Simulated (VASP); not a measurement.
Input of a VASP 6.6.1 run:

Contents of INCAR:

```
SYSTEM = Si2Bi2S
PREC = Accurate ; ENCUT = 520
EDIFF = 1E-6 ; ISMEAR = 0
SIGMA = 0.1 ; LREAL = .FALSE.
LASPH = .TRUE. ; NELM = 60
ALGO = Normal ; ISIF = 2
LWAVE = .FALSE. ; LCHARG = .FALSE.
GGA = PE ; NBANDS = 30
```

Contents of KPOINTS:

```
Automatic mesh
0
G
  6 6 6
  0 0 0
```

Contents of POSCAR:

```
Si2Bi2S
1.0
   -2.2291476900      2.2291476900      5.6374580800
    2.2291476900     -2.2291476900      5.6374580800
    2.2291476900      2.2291476900     -5.6374580800
Si Bi S
2 2 1
Direct
    0.6278911800      0.6278911800      0.0000000000
    0.3721088200      0.3721088200      0.0000000000
    0.7500000000      0.2500000000      0.5000000000
    0.2500000000      0.7500000000      0.5000000000
    0.0000000000      0.0000000000      0.0000000000
```

Potentials or basis: VASP PAW PBE potentials, release 64 (Si, Bi_d, S).

Run with:

```bash
$ cat potpaw_PBE.64/Si/POTCAR potpaw_PBE.64/Bi_d/POTCAR potpaw_PBE.64/S/POTCAR > POTCAR
$ mpirun -np 1 vasp_std > vasp.out
```

Q: Predict the largest force.

A: 3.812 eV/Å.

Q: Predict the band gap on the k mesh.

A: Zero (band 22 reaches 7.85 eV, above the bottom of band 23 at 6.78 eV).

Q: Predict the pressure.

A: 16.3 GPa.

Stress tensor (GPa, compression positive):
```
23.72  0.00  0.00
 0.00 23.72  0.00
 0.00  0.00  1.34
```

Caveat: spin-orbit coupling is left out, which moves the levels of the heavy elements; forces of over 1 eV/Å act on the atoms, so gaps and moduli don't describe the material at rest.
